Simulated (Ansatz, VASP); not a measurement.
**One calculation of Pt, two programs**

```xyz
2
Lattice="2.7107 0.0000 0.0000 -1.3554 2.3475 0.0000 0.0000 0.0000 4.6678" Properties=species:S:1:pos:R:3 pbc="T T T"
Pt    0.0000    1.5650    1.1670
Pt    1.3554    0.7825    3.5009
```

Alike in both runs: functional LDA; k mesh 17 × 17 × 9; occupations fermi-dirac, width 0.05 eV; no spin polarisation.

Ansatz relaxed the structure, and its values are those at the end. VASP's run is a single point on that final structure, the one shown.

|  | VASP | Ansatz |
| --- | --- | --- |
| version | VASP 6.6.1 | Ansatz 0.2.0 |
| potentials or method | VASP PAW LDA potentials, release 64 (Pt) | PAW with Ansatz's default frozen-core files, scalar-relativistic |
| plane-wave cutoff (eV) | 520 | 420 |
| valence electrons in the cell | 20 | 36 |

Ansatz gave:

| Property | Result |
| --- | --- |
| pressure (GPa) | 0.0 |

What did VASP give for the same quantities?

Pressure (GPa): 0.8.

LDA's correlation is that of Perdew and Zunger in VASP and of Perdew and Wang (1992) in Ansatz. VASP's potentials hold 20 valence electrons a cell and Ansatz's 36, so a difference there can come from the potentials and not from the codes.

Neither program's run includes spin-orbit coupling.
